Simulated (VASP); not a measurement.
# Re (C2/m) in VASP: single point with PBE

Aim: the single point of Re with PBE.

Everything below comes from runs of VASP 6.6.1. Logs are shortened: lines on timing, memory, paths and dates and some standing lists are left out, and cuts for length are marked.

## (1) The cell of the first run

The structure is monoclinic, space group C2/m (No. 12). Conventional cell: a = 4.806 Å, b = 2.775 Å, c = 4.484 Å, α = 90.00°, β = 90.00°, γ = 90.00°. Re (site symmetry m) has 12 Re at 2.33 to 3.25 Å within 3.3 Å.

## (2) Single point, PBE (atoms displaced along several vibrational modes)

The input, INCAR:

```
  ALGO = Normal
  EDIFF = 1E-6
  ENCUT = 560
  GGA = PE
  GGA_COMPAT = False
  ISIF = 2
  ISMEAR = 0
  LASPH = True
  LCHARG = False
  LREAL = False
  LWAVE = False
  NBANDS = 22
  NELM = 120
  PREC = Accurate
  SIGMA = 0.15
```

The input, KPOINTS:

```
k-points
0
Gamma
  18 18 10
```

The input, POSCAR:

```
Re
1.0
    2.7748241524      0.0000000000      0.0000000000
   -1.3874120762      2.4030682070      0.0000000000
    0.0000000000      0.0000000000      4.4842238099
Re
2
Direct
    0.3162718118      0.6325436236      0.1958100197
    0.6837281882      0.3674563764      0.8041899803
```

Potentials or basis: VASP PAW PBE potentials, release 64 (Re_sv_GW).

Started as:

```
> cat potpaw_PBE.64/Re_sv_GW/POTCAR > POTCAR
> mpirun -np 1 vasp_std > vasp.out
```

OUTCAR:

```text
EDIFF = 1E-6
   ENCUT = 560
   GGA = PE
   ISIF = 2
   ISMEAR = 0
   LASPH = True
   LREAL = False
   NELM = 120
   PREC = Accurate

 ion  position               nearest neighbor table
   1  0.316  0.633  0.196-   2 2.33   2 2.33   2 2.49   2 3.13   2 3.13   2 3.25
   2  0.684  0.367  0.804-   1 2.33   1 2.33   1 2.49   1 3.13   1 3.13   1 3.25

  LATTYP: Found a hexagonal cell.
 ALAT       =     2.7748241524
 C/A-ratio  =     1.6160389140

  Lattice vectors:

 A1 = (   2.7748241524,   0.0000000000,   0.0000000000)
 A2 = (  -1.3874120762,   2.4030682070,   0.0000000000)
 A3 = (   0.0000000000,   0.0000000000,   4.4842238099)

Analysis of symmetry for initial positions (statically):
=====================================================================
 Subroutine PRICEL returns:
 Original cell was already a primitive cell.

 Routine SETGRP: Setting up the symmetry group for a
 hexagonal supercell.

 Subroutine GETGRP returns: Found  4 space group operations
 (whereof  4 operations were pure point group operations)
 out of a pool of 24 trial point group operations.

The static configuration has the point symmetry C_2h.

Analysis of symmetry for dynamics (positions and initial velocities):
=====================================================================
 Subroutine PRICEL returns:
 Original cell was already a primitive cell.

 Routine SETGRP: Setting up the symmetry group for a
 hexagonal supercell.

 Subroutine GETGRP returns: Found  4 space group operations
 (whereof  4 operations were pure point group operations)
 out of a pool of 24 trial point group operations.

The dynamic configuration has the point symmetry C_2h.

 Subroutine INISYM returns: Found  4 space group operations
 (whereof  4 operations are pure point group operations),
 and found     1 'primitive' translations

----------------------------------------------------------------------------------------

                                     Primitive cell

  volume of cell :      29.9012

  direct lattice vectors                    reciprocal lattice vectors
     2.774824152  0.000000000  0.000000000     0.360383197  0.208067336  0.000000000
    -1.387412076  2.403068207  0.000000000     0.000000000  0.416134672  0.000000000
     0.000000000  0.000000000  4.484223810     0.000000000  0.000000000  0.223004034

  length of vectors
     2.774824152  2.774824152  4.484223810     0.416134672  0.416134672  0.223004034

  position of ions in fractional coordinates (direct lattice)
     0.316271812  0.632543624  0.195810020
     0.683728188  0.367456376  0.804189980

  ion indices of the primitive-cell ions
   primitive index   ion index
                 1           1
                 2           2

----------------------------------------------------------------------------------------

 KPOINTS: k-points

Automatic generation of k-mesh.
 Grid dimensions read from file:
 generate k-points for:   18   18   10

 Generating k-lattice:

  Cartesian coordinates                     Fractional coordinates (reciprocal lattice)
     0.020021289  0.011559296  0.000000000     0.055555556  0.000000000  0.000000000
     0.000000000  0.023118593  0.000000000     0.000000000  0.055555556  0.000000000
     0.000000000  0.000000000  0.022300403     0.000000000  0.000000000  0.100000000

  Length of vectors
     0.023118593  0.023118593  0.022300403

  Shift w.r.t. Gamma in fractional coordinates (k-lattice)
     0.000000000  0.000000000  0.000000000

 Subroutine IBZKPT returns following result:
 ===========================================

 Found    866 irreducible k-points:

 Following reciprocal coordinates:
            Coordinates               Weight
  0.000000  0.000000  0.000000      1.000000
  0.055556  0.000000  0.000000      4.000000
  0.000000  0.055556  0.000000      2.000000
  0.111111  0.000000  0.000000      4.000000
  0.000000  0.111111  0.000000      2.000000
  0.166667  0.000000  0.000000      4.000000
[... 16 lines left out ...]
 -0.055556  0.166667  0.000000      4.000000
 -0.166667  0.111111  0.000000      4.000000
 [... further k-points ...]
   k-points           NKPTS =    866   k-points in BZ     NKDIM =    866   number of bands    NBANDS=     22
   number of dos      NEDOS =    301   number of ions     NIONS =      2
   total plane-waves  NPLWV =  20736
   dimension x,y,z NGX =    24 NGY =   24 NGZ =   36
   dimension x,y,z NGXF=    48 NGYF=   48 NGZF=   72
   ions per type =               2
   NGX,Y,Z   is equivalent  to a cutoff of  14.38, 14.38, 13.35 a.u.
   NGXF,Y,Z  is equivalent  to a cutoff of  28.76, 28.76, 26.69 a.u.
 SYSTEM =  unknown system
   PREC   = accura    normal or accurate (medium, high low for compatibility)
   ISTART =      0    job   : 0-new  1-cont  2-samecut
   ICHARG =      2    charge: 1-file 2-atom 10-const
   ISPIN  =      1    spin polarized calculation?
   LNONCOLLINEAR =      F non collinear calculations
   LSORBIT =      F    spin-orbit coupling
   LASPH  =      T    aspherical Exc in radial PAW
   ENCUT  =  560.0 eV  41.16 Ry    6.42 a.u.   5.35  5.35  8.65*2*pi/ulx,y,z
   NELM   =    120;   NELMIN=  2; NELMDL= -5     # of ELM steps
   EDIFF  = 0.1E-05   stopping-criterion for ELM
   LREAL  =      F    real-space projection
   EDIFFG = 0.1E-04   stopping-criterion for IOM
   NSW    =      0    number of steps for IOM
   IBRION =     -1    ionic relax: 0-MD 1-quasi-New 2-CG
   NFREE  =      0    steps in history (QN), initial steepest desc. (CG)
   ISIF   =      2    stress and relaxation
   ISYM   =      2    0-nonsym 1-usesym 2-fastsym
   POTIM  = 0.5000    time-step for ionic-motion
   TEBEG  =    0.0;   TEEND  =   0.0 temperature during run
   PSTRESS=    0.0 pullay stress
   NELECT =      30.0000    total number of electrons
   NUPDOWN=      -1.0000    fix difference up-down
   EMIN   =  10.00;   EMAX   =-10.00  energy-range for DOS
   EFERMI =   0.00;   METHOD = LEGACY
   ISMEAR =     0;   SIGMA  =   0.15  broadening in eV -4-tet -1-fermi 0-gaus
   EFERMI_NEDOS =   21; number of points for ismear=-14 and -15
   IALGO  =     38    algorithm
   IMIX   =      4    mixing-type and parameters
     AMIX     =   0.40;   BMIX     =  1.00
     AMIX_MAG =   1.60;   BMIX_MAG =  1.00
  volume/ion in A,a.u.               =      14.95       100.89
  Fermi-wavevector in a.u.,A,eV,Ry     =   1.638899  3.097071 36.545130  2.685991
  Thomas-Fermi vector in A             =   2.729795
   LORBIT       =      0    0 simple, 1 ext, 2 COOP (PROOUT), +10 PAW based schemes
   GGA     = PE    functional components
   LHFCALC =     F    Hartree Fock is set to
   AEXX    =    0.0000 exact exchange contribution
   IVDW    =     0    specifies the selected vdW correction
   LEPSILON=     F    determine dielectric tensor
   LRPA    =     F    only Hartree local field effects (RPA)
 non-spin polarized calculation
 Gauss-broadening in eV      SIGMA  =   0.15
  energy-cutoff  :      560.00
  volume of cell :       29.90
 maximum number of plane-waves:       923
 NGX is ok and might be reduce to    24
   NGX = 11   NGY = 11   NGZ = 17

 number of electron      30.0000002 magnetization

 Free energy of the ion-electron system (eV)
  ---------------------------------------------------
  ext. energy  EPLUGINS =         0.00000000
  ---------------------------------------------------
  free energy    TOTEN  =       -26.50475069 eV

  energy without entropy =      -26.48983544  energy(sigma->0) =      -26.49729307

 E-fermi :  12.9618     XC(G=0): -13.9681

 val. band max:       12.9612514894   @ k =  -0.2222  -0.4444   0.1000
 cond. band min:      12.9620547730   @ k =  -0.2778   0.0000   0.2000
 fundamental gap:      0.0008032836
 Fermi energy:        12.9618323730

 k-point     1 :       0.0000    0.0000    0.0000
  band No.  band energies     occupation
      1     -67.2025      2.00000
      2     -66.8282      2.00000
      3     -30.0006      2.00000
      4     -28.8779      2.00000
      5     -28.5897      2.00000
      6     -28.3467      2.00000
[... 14 lines left out ...]
     21      19.6859      0.00000
     22      25.6458      0.00000

 k-point     2 :       0.0556    0.0000    0.0000
  band No.  band energies     occupation
      1     -67.1975      2.00000
      2     -66.8287      2.00000
      3     -29.9929      2.00000
      4     -28.9140      2.00000
      5     -28.6112      2.00000
      6     -28.3507      2.00000
[... 14 lines left out ...]
     21      19.8279      0.00000
     22      25.9218      0.00000

 k-point     3 :       0.0000    0.0556    0.0000
  band No.  band energies     occupation
      1     -67.1985      2.00000
      2     -66.8277      2.00000
      3     -29.9934      2.00000
      4     -28.8873      2.00000
      5     -28.6405      2.00000
      6     -28.3548      2.00000
[... 14 lines left out ...]
     21      19.7905      0.00000
     22      25.9361      0.00000

 k-point     4 :       0.1111    0.0000    0.0000
  band No.  band energies     occupation
      1     -67.1833      2.00000
      2     -66.8305      2.00000
      3     -29.9714      2.00000
      4     -29.0163      2.00000
      5     -28.6635      2.00000
      6     -28.3727      2.00000
[... 14 lines left out ...]
     21      20.2542      0.00000
     22      26.6920      0.00000

 k-point     5 :       0.0000    0.1111    0.0000
  band No.  band energies     occupation
      1     -67.1872      2.00000
      2     -66.8266      2.00000
      3     -29.9729      2.00000
      4     -28.9144      2.00000
      5     -28.7689      2.00000
      6     -28.3930      2.00000
[... 417 lines left out ...]
 k-point    22 :       0.1111    0.0556    0.0000
  band No.  band energies     occupation
      1     -67.1724      2.00000
      2     -66.8298      2.00000
      3     -29.9536      2.00000
      4     -29.0571      2.00000
      5     -28.7634      2.00000
      6     -28.4141      2.00000
[... 14 lines left out ...]
     21      20.5907      0.00000
     22      27.4068      0.00000

 k-point    23 :      -0.0556    0.1667    0.0000
  band No.  band energies     occupation
      1     -67.1755      2.00000
      2     -66.8268      2.00000
      3     -29.9544      2.00000
      4     -28.9802      2.00000
      5     -28.8400      2.00000
      6     -28.4265      2.00000
[... 14 lines left out ...]
     21      20.3792      0.00000
     22      27.4987      0.00000

 k-point    24 :      -0.1667    0.1111    0.0000
  band No.  band energies     occupation
      1     -67.1676      2.00000
      2     -66.8345      2.00000
      3     -29.9528      2.00000
      4     -29.1333      2.00000
      5     -28.6830      2.00000
      6     -28.3739      2.00000
[... 14 lines left out ...]
     21      20.6673      0.00000
     22      27.3345      0.00000

 [... further k-points ...]
[... 5 lines left out ...]
  --------------------------------------------------------------------------------------
  -------------------------------------------------------------------------------------
  Total        8.3442138      4.8793007     10.5438502      0.0000000      1.9126836      0.0000000
  in kB      447.1025648    261.4443842    564.9642455      0.0000000    102.4860751      0.0000000
  external PRESSURE =     424.5037315 kB  Pullay stress =       0.0000000 kB

 VOLUME and BASIS-vectors are now :
 -----------------------------------------------------------------------------
  energy-cutoff  :      560.00
  volume of cell :       29.90
      direct lattice vectors                 reciprocal lattice vectors
     2.774824152  0.000000000  0.000000000     0.360383197  0.208067336  0.000000000
    -1.387412076  2.403068207  0.000000000     0.000000000  0.416134672  0.000000000
     0.000000000  0.000000000  4.484223810     0.000000000  0.000000000  0.223004034

 POSITION                                       TOTAL-FORCE (eV/Angst)
 -----------------------------------------------------------------------------------
      0.00000      1.52005      0.87806         0.000000      1.509828      8.538378
      1.38741      0.88302      3.60617         0.000000     -1.509828     -8.538378
 -----------------------------------------------------------------------------------
    total drift:                                0.000000     -0.000000     -0.000000

  FREE ENERGIE OF THE ION-ELECTRON SYSTEM (eV)
  ---------------------------------------------------
  free  energy   TOTEN  =       -26.5047506923 eV

  energy  without entropy=      -26.4898354378  energy(sigma->0) =      -26.49729307
```

It took 3.6 min on 1 thread of Intel Xeon Platinum 8488C (Sapphire Rapids), shared host; peak memory 0.62 GiB.

What came out:

* Free energy: -26.5048 eV
* Pressure: 42.5 GPa
* Largest force: 8.671 eV/Å
* Band gap on the k mesh: zero (bands 15 and 16 overlap by 2.74 eV)

Forces in eV/Å, atoms in the order of the input:
```
Re   0.000  1.510  8.538
Re   0.000 -1.510 -8.538
```

Stress tensor (GPa, compression positive):
```
44.71  0.00  0.00
 0.00 26.14 10.25
 0.00 10.25 56.50
```

Caveat: the cell differs from its parent crystal (atoms displaced along several vibrational modes); the stress differs along the axes, from 26 to 56 GPa; spin-orbit coupling is left out, which moves the levels of the heavy elements; forces of over 1 eV/Å act on the atoms, so gaps and moduli don't describe the material at rest.
